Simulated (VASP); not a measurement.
# SnGe3Te4 (R3m) in VASP: single point with PBE

Aim: the single point of SnGe3Te4 with PBE.

Everything below comes from runs of VASP 6.6.1. Logs are shortened: lines on timing, memory, paths and dates and some standing lists are left out, and cuts for length are marked.

### Step 1. The cell of the first run

The structure is trigonal, space group R3m (No. 160). Conventional cell: a = 8.613 Å, b = 8.613 Å, c = 11.180 Å, α = 90.00°, β = 90.00°, γ = 120.00°. Sn (site symmetry 3m) has 6 Te at 3.03 to 3.20 Å within 4.0 Å. Ge (site symmetry m) has 6 Te at 2.86 to 3.38 Å within 3.8 Å. Te (site symmetry m) has 4 Ge at 2.86 to 3.38 Å and 2 Sn at 3.03 to 3.20 Å within 3.8 Å. Within 3.8 Å of Te (site symmetry 3m) lie 6 Ge at 2.88 to 3.37 Å.

### Step 2. Single point, PBE

The input, INCAR:

```
ALGO     = Normal         # electronic algorithm
EDIFF    = 1E-7           # SCF threshold, eV
ENCUT    = 520            # plane-wave cutoff, eV
GGA      = PE             # functional
ISIF     = 2              # what is computed and relaxed
ISMEAR   = 0              # smearing method
LASPH    = True           # aspherical terms in the spheres
LCHARG   = True           # write CHGCAR
LELF     = True           # ELF
LREAL    = False          # projectors in reciprocal space
LVHAR    = True         
LWAVE    = False          # write WAVECAR
NBANDS   = 50             # bands
NELM     = 60             # most SCF steps
PREC     = Accurate       # precision mode
SIGMA    = 0.01           # smearing width, eV
```

The input, KPOINTS:

```
k-points
0
Gamma
  6 6 6
```

The input, POSCAR:

```
SnGe3Te4
1.0
    4.3065811671      2.4864057961      3.7267810731
   -4.3065811671      2.4864057961      3.7267810731
    0.0000000000     -4.9728115922      3.7267810731
Sn Ge Te
1 3 4
Direct
    0.0015244197      0.0015244197      0.0015244197
    0.0202464881      0.5203453915      0.5203453915
    0.5203453915      0.5203453915      0.0202464881
    0.5203453915      0.0202464881      0.5203453915
    0.4896604122      0.9809332963      0.9809332963
    0.4831796903      0.4831796903      0.4831796903
    0.9809332963      0.9809332963      0.4896604122
    0.9809332963      0.4896604122      0.9809332963
```

Potentials or basis: VASP PAW PBE potentials, release 64 (Sn_d, Ge_d, Te).

Run with:

```bash
> cat potpaw_PBE.64/Sn_d/POTCAR potpaw_PBE.64/Ge_d/POTCAR potpaw_PBE.64/Te/POTCAR > POTCAR
> mpirun -np 1 vasp_std > vasp.out
```

OUTCAR:

```text
EDIFF = 1E-7
   ENCUT = 520
   GGA = PE
   ISIF = 2
   ISMEAR = 0
   LASPH = True
   LREAL = False
   NELM = 60
   PREC = Accurate

 ion  position               nearest neighbor table
   1  0.002  0.002  0.002-   7 3.03   5 3.03   8 3.03   7 3.20   8 3.20   5 3.20
   2  0.020  0.520  0.520-   8 2.86   7 2.86   6 2.88
   3  0.520  0.520  0.020-   5 2.86   8 2.86   6 2.88
   4  0.520  0.020  0.520-   5 2.86   7 2.86   6 2.88
   5  0.490  0.981  0.981-   4 2.86   3 2.86   1 3.03   1 3.20
   6  0.483  0.483  0.483-   3 2.88   2 2.88   4 2.88
   7  0.981  0.981  0.490-   2 2.86   4 2.86   1 3.03   1 3.20
   8  0.981  0.490  0.981-   2 2.86   3 2.86   1 3.03   1 3.20

  LATTYP: Found a trigonal (rhomboedric) cell.
 ALAT       =     6.2143183294
 COS(alpha) =     0.0394758760

  Lattice vectors:

 A1 = (   4.3065811671,   2.4864057961,   3.7267810731)
 A2 = (  -4.3065811671,   2.4864057961,   3.7267810731)
 A3 = (   0.0000000000,  -4.9728115922,   3.7267810731)

Analysis of symmetry for initial positions (statically):
=====================================================================
 Subroutine PRICEL returns:
 Original cell was already a primitive cell.

 Routine SETGRP: Setting up the symmetry group for a
 trigonal (rhombohedral) supercell.

 Subroutine GETGRP returns: Found  6 space group operations
 (whereof  6 operations were pure point group operations)
 out of a pool of 12 trial point group operations.

The static configuration has the point symmetry C_3v.

Analysis of symmetry for dynamics (positions and initial velocities):
=====================================================================
 Subroutine PRICEL returns:
 Original cell was already a primitive cell.

 Routine SETGRP: Setting up the symmetry group for a
 trigonal (rhombohedral) supercell.

 Subroutine GETGRP returns: Found  6 space group operations
 (whereof  6 operations were pure point group operations)
 out of a pool of 12 trial point group operations.

The dynamic configuration has the point symmetry C_3v.

 Subroutine INISYM returns: Found  6 space group operations
 (whereof  6 operations are pure point group operations),
 and found     1 'primitive' translations

----------------------------------------------------------------------------------------

                                     Primitive cell

  volume of cell :     239.4362

  direct lattice vectors                    reciprocal lattice vectors
     4.306581167  2.486405796  3.726781073     0.116101376  0.067031161  0.089442692
    -4.306581167  2.486405796  3.726781073    -0.116101376  0.067031161  0.089442692
     0.000000000 -4.972811592  3.726781073     0.000000000 -0.134062322  0.089442692

  length of vectors
     6.214318329  6.214318329  6.214318329     0.161160483  0.161160483  0.161160483

  position of ions in fractional coordinates (direct lattice)
     0.001524420  0.001524420  0.001524420
     0.020246488  0.520345392  0.520345392
     0.520345392  0.520345392  0.020246488
     0.520345392  0.020246488  0.520345392
     0.489660412  0.980933296  0.980933296
     0.483179690  0.483179690  0.483179690
     0.980933296  0.980933296  0.489660412
     0.980933296  0.489660412  0.980933296

  ion indices of the primitive-cell ions
   primitive index   ion index
                 1           1
                 2           2
                 3           3
                 4           4
                 5           5
                 6           6
                 7           7
                 8           8

----------------------------------------------------------------------------------------

 KPOINTS: k-points

Automatic generation of k-mesh.
 Grid dimensions read from file:
 generate k-points for:    6    6    6

 Generating k-lattice:

  Cartesian coordinates                     Fractional coordinates (reciprocal lattice)
     0.019350229  0.011171860  0.014907115     0.166666667  0.000000000  0.000000000
    -0.019350229  0.011171860  0.014907115     0.000000000  0.166666667  0.000000000
     0.000000000 -0.022343720  0.014907115     0.000000000  0.000000000  0.166666667

  Length of vectors
     0.026860081  0.026860081  0.026860081

  Shift w.r.t. Gamma in fractional coordinates (k-lattice)
     0.000000000  0.000000000  0.000000000

 Subroutine IBZKPT returns following result:
 ===========================================

 Found     32 irreducible k-points:

 Following reciprocal coordinates:
            Coordinates               Weight
  0.000000  0.000000  0.000000      1.000000
  0.166667  0.000000 -0.000000      6.000000
  0.333333  0.000000 -0.000000      6.000000
  0.500000  0.000000 -0.000000      3.000000
  0.166667  0.166667 -0.000000      6.000000
  0.333333  0.166667 -0.000000     12.000000
[... 16 lines left out ...]
  0.500000  0.500000  0.166667      6.000000
 -0.333333  0.500000  0.166667     12.000000
 [... further k-points ...]
   k-points           NKPTS =     32   k-points in BZ     NKDIM =     32   number of bands    NBANDS=     50
   number of dos      NEDOS =    301   number of ions     NIONS =      8
   total plane-waves  NPLWV = 110592
   dimension x,y,z NGX =    48 NGY =   48 NGZ =   48
   dimension x,y,z NGXF=    96 NGYF=   96 NGZF=   96
   ions per type =               1   3   4
   NGX,Y,Z   is equivalent  to a cutoff of  12.84, 12.84, 12.84 a.u.
   NGXF,Y,Z  is equivalent  to a cutoff of  25.68, 25.68, 25.68 a.u.
 SYSTEM =  unknown system
   PREC   = accura    normal or accurate (medium, high low for compatibility)
   ISTART =      0    job   : 0-new  1-cont  2-samecut
   ICHARG =      2    charge: 1-file 2-atom 10-const
   ISPIN  =      1    spin polarized calculation?
   LNONCOLLINEAR =      F non collinear calculations
   LSORBIT =      F    spin-orbit coupling
   LASPH  =      T    aspherical Exc in radial PAW
   ENCUT  =  520.0 eV  38.22 Ry    6.18 a.u.  11.55 11.55 11.55*2*pi/ulx,y,z
   NELM   =     60;   NELMIN=  2; NELMDL= -5     # of ELM steps
   EDIFF  = 0.1E-06   stopping-criterion for ELM
   LREAL  =      F    real-space projection
   EDIFFG = 0.1E-05   stopping-criterion for IOM
   NSW    =      0    number of steps for IOM
   IBRION =     -1    ionic relax: 0-MD 1-quasi-New 2-CG
   NFREE  =      0    steps in history (QN), initial steepest desc. (CG)
   ISIF   =      2    stress and relaxation
   ISYM   =      2    0-nonsym 1-usesym 2-fastsym
   POTIM  = 0.5000    time-step for ionic-motion
   TEBEG  =    0.0;   TEEND  =   0.0 temperature during run
   PSTRESS=    0.0 pullay stress
   NELECT =      80.0000    total number of electrons
   NUPDOWN=      -1.0000    fix difference up-down
   EMIN   =  10.00;   EMAX   =-10.00  energy-range for DOS
   EFERMI =   0.00;   METHOD = LEGACY
   ISMEAR =     0;   SIGMA  =   0.01  broadening in eV -4-tet -1-fermi 0-gaus
   EFERMI_NEDOS =   21; number of points for ismear=-14 and -15
   IALGO  =     38    algorithm
   IMIX   =      4    mixing-type and parameters
     AMIX     =   0.40;   BMIX     =  1.00
     AMIX_MAG =   1.60;   BMIX_MAG =  1.00
  volume/ion in A,a.u.               =      29.93       201.97
  Fermi-wavevector in a.u.,A,eV,Ry     =   1.135991  2.146712 17.557987  1.290476
  Thomas-Fermi vector in A             =   2.272696
   LORBIT       =      0    0 simple, 1 ext, 2 COOP (PROOUT), +10 PAW based schemes
   GGA     = PE    functional components
   LHFCALC =     F    Hartree Fock is set to
   AEXX    =    0.0000 exact exchange contribution
   IVDW    =     0    specifies the selected vdW correction
   LEPSILON=     F    determine dielectric tensor
   LRPA    =     F    only Hartree local field effects (RPA)
 non-spin polarized calculation
 Gauss-broadening in eV      SIGMA  =   0.01
  energy-cutoff  :      520.00
  volume of cell :      239.44
 maximum number of plane-waves:      6474
 NGX is ok and might be reduce to    48
   NGX = 23   NGY = 23   NGZ = 23

 number of electron      80.0000064 magnetization

 Free energy of the ion-electron system (eV)
  ---------------------------------------------------
  ext. energy  EPLUGINS =         0.00000000
  ---------------------------------------------------
  free energy    TOTEN  =       -30.95485022 eV

  energy without entropy =      -30.95485022  energy(sigma->0) =      -30.95485022

 E-fermi :   5.8254     XC(G=0):  -9.3896

 val. band max:        5.7763421299   @ k =   0.5000   0.5000   0.5000
 cond. band min:       5.9108088635   @ k =   0.5000   0.5000   0.5000
 fundamental gap:      0.1344667336
 Fermi energy:         5.8253969957

 k-point     1 :       0.0000    0.0000    0.0000
  band No.  band energies     occupation
      1     -19.3366      2.00000
      2     -19.3343      2.00000
      3     -19.3343      2.00000
      4     -19.3333      2.00000
      5     -19.3333      2.00000
      6     -19.3312      2.00000
[... 42 lines left out ...]
     49      10.5752      0.00000
     50      10.9749      0.00000

 k-point     2 :       0.1667    0.0000   -0.0000
  band No.  band energies     occupation
      1     -19.3364      2.00000
      2     -19.3343      2.00000
      3     -19.3342      2.00000
      4     -19.3334      2.00000
      5     -19.3333      2.00000
      6     -19.3313      2.00000
[... 42 lines left out ...]
     49      10.3312      0.00000
     50      10.7202      0.00000

 k-point     3 :       0.3333    0.0000   -0.0000
  band No.  band energies     occupation
      1     -19.3359      2.00000
      2     -19.3344      2.00000
      3     -19.3338      2.00000
      4     -19.3338      2.00000
      5     -19.3332      2.00000
      6     -19.3317      2.00000
[... 1102 lines left out ...]
     49       8.9433      0.00000
     50       8.9551      0.00000

 k-point    24 :      -0.3333    0.5000    0.1667
  band No.  band energies     occupation
      1     -19.3351      2.00000
      2     -19.3344      2.00000
      3     -19.3341      2.00000
      4     -19.3336      2.00000
      5     -19.3333      2.00000
      6     -19.3322      2.00000
[... 42 lines left out ...]
     49       8.6183      0.00000
     50       8.7885      0.00000

 [... further k-points ...]

------------------------ aborting loop because EDIFF is reached ----------------------------------------

  FORCE on cell =-STRESS in cart. coord.  units (eV):
  Direction    XX          YY          ZZ          XY          YZ          ZX
  --------------------------------------------------------------------------------------
  -------------------------------------------------------------------------------------
  Total       -0.0252276     -0.0252276      0.0237587      0.0000000      0.0000000     -0.0000000
  in kB       -0.1688097     -0.1688097      0.1589805      0.0000000      0.0000000     -0.0000000
  external PRESSURE =      -0.0595463 kB  Pullay stress =       0.0000000 kB

 VOLUME and BASIS-vectors are now :
 -----------------------------------------------------------------------------
  energy-cutoff  :      520.00
  volume of cell :      239.44
      direct lattice vectors                 reciprocal lattice vectors
     4.306581167  2.486405796  3.726781073     0.116101376  0.067031161  0.089442692
    -4.306581167  2.486405796  3.726781073    -0.116101376  0.067031161  0.089442692
     0.000000000 -4.972811592  3.726781073     0.000000000 -0.134062322  0.089442692

 POSITION                                       TOTAL-FORCE (eV/Angst)
 -----------------------------------------------------------------------------------
      0.00000      0.00000      0.01704         0.000000     -0.000000      0.000804
     -2.15372     -1.24345      3.95388        -0.004903     -0.002831     -0.005057
      0.00000      2.48690      3.95388         0.000000      0.005662     -0.005057
      2.15372     -1.24345      3.95388         0.004903     -0.002831     -0.005057
     -2.11571     -1.22150      9.13630        -0.003352     -0.001935      0.003052
      0.00000      0.00000      5.40211         0.000000     -0.000000      0.005209
      0.00000      2.44301      9.13630         0.000000      0.003871      0.003052
      2.11571     -1.22150      9.13630         0.003352     -0.001935      0.003052
 -----------------------------------------------------------------------------------
    total drift:                               -0.000000      0.000002      0.003378

  FREE ENERGIE OF THE ION-ELECTRON SYSTEM (eV)
  ---------------------------------------------------
  free  energy   TOTEN  =       -30.9548502248 eV

  energy  without entropy=      -30.9548502248  energy(sigma->0) =      -30.95485022
```

Run time: 3 min. Hardware: 1 thread of Intel Xeon 6975P-C (Granite Rapids), shared host; peak memory 0.53 GiB.

What came out:

```
Free energy            : -30.9549 eV
Pressure               : 0.0 GPa
Largest force          : 0.008 eV/Å
Band gap on the k mesh : 0.13 eV
```

Forces in eV/Å, atoms in the order of the input:
```
Sn   0.000  0.000  0.001
Ge  -0.005 -0.003 -0.005
Ge   0.000  0.006 -0.005
Ge   0.005 -0.003 -0.005
Te  -0.003 -0.002  0.003
Te   0.000  0.000  0.005
Te   0.000  0.004  0.003
Te   0.003 -0.002  0.003
```

Caveat: semilocal functionals underestimate gaps, and a narrow one can read as zero; spin-orbit coupling is left out, which moves the levels of the heavy elements. A k mesh can miss the band edges.
